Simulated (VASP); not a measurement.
Ge, 2 atoms in the cell. The structure is orthorhombic, space group Cmcm (No. 63). Conventional cell: a = 2.915 Å, b = 5.083 Å, c = 4.631 Å, α = 90.00°, β = 90.00°, γ = 90.00°. Within 3.8 Å of Ge (site symmetry m2m) lie 12 Ge at 2.86 to 2.93 Å. This isn't the form of Ge at room conditions, which is diamond.

- Program: VASP 6.6.1
- Task: single point
- Functional: LDA
- Potentials or basis: VASP PAW LDA potentials, release 64 (Ge_d)
- Cutoff: 520 eV
- k mesh: 10 × 10 × 6
- Occupations: fermi-dirac, width 0.05 eV
- Spin: no spin polarisation
- Dipole correction: no
- Further INCAR settings: ALGO = Normal; EDIFF = 1e-06; NBANDS = 21

Potentials or basis: VASP PAW LDA potentials, release 64 (Ge_d).

The run is started by

```bash
$ cat potpaw_LDA.64/Ge_d/POTCAR > POTCAR
$ mpirun -np 1 vasp_std > vasp.out
```

Hardware: 1 thread of Intel Xeon 8259CL, on a shared host.

Q: How long does it take, and how much memory?

A: Run time: 88 s on 1 thread of Intel Xeon 8259CL, with other jobs on the host, peak memory 0.19 GiB. Counts: scf iterations 10, k points 124.
